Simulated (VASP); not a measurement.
A run of VASP 6.6.1:

Contents of INCAR:

```
SYSTEM = LiF
PREC = Accurate
ENCUT = 520
EDIFF = 1E-7
ISMEAR = -1
SIGMA = 0.02
LREAL = .FALSE.
LASPH = .TRUE.
NELM = 80
ALGO = Normal
ISIF = 2
LWAVE = .FALSE.
LCHARG = .FALSE.
GGA = PE
NBANDS = 12
```

KPOINTS

```
Automatic mesh
0
G
  10 10 10
  0 0 0
```

File POSCAR:

```
LiF
1.0
    0.0000000000      2.1707747985      2.1707747985
    2.1707747985      0.0000000000      2.1707747985
    2.1707747985      2.1707747985      0.0000000000
Li F
1 1
Direct
    0.0000000000      0.0000000000      0.0000000000
    0.2500000000      0.2500000000      0.2500000000
```

Potentials or basis: VASP PAW PBE potentials, release 64 (Li_sv, F).

The run is started by

```console
$ cat potpaw_PBE.64/Li_sv/POTCAR potpaw_PBE.64/F/POTCAR > POTCAR
$ mpirun -np 1 vasp_std > vasp.out
```

Hardware: 1 thread of Intel Xeon 6975P-C, with other jobs on the host.

Question: How long does it take, and how much memory?

Answer: Run time: 7 s on 1 thread of Intel Xeon 6975P-C, with other jobs on the host, peak memory 0.13 GiB. Counts: scf iterations 13, k points 47.
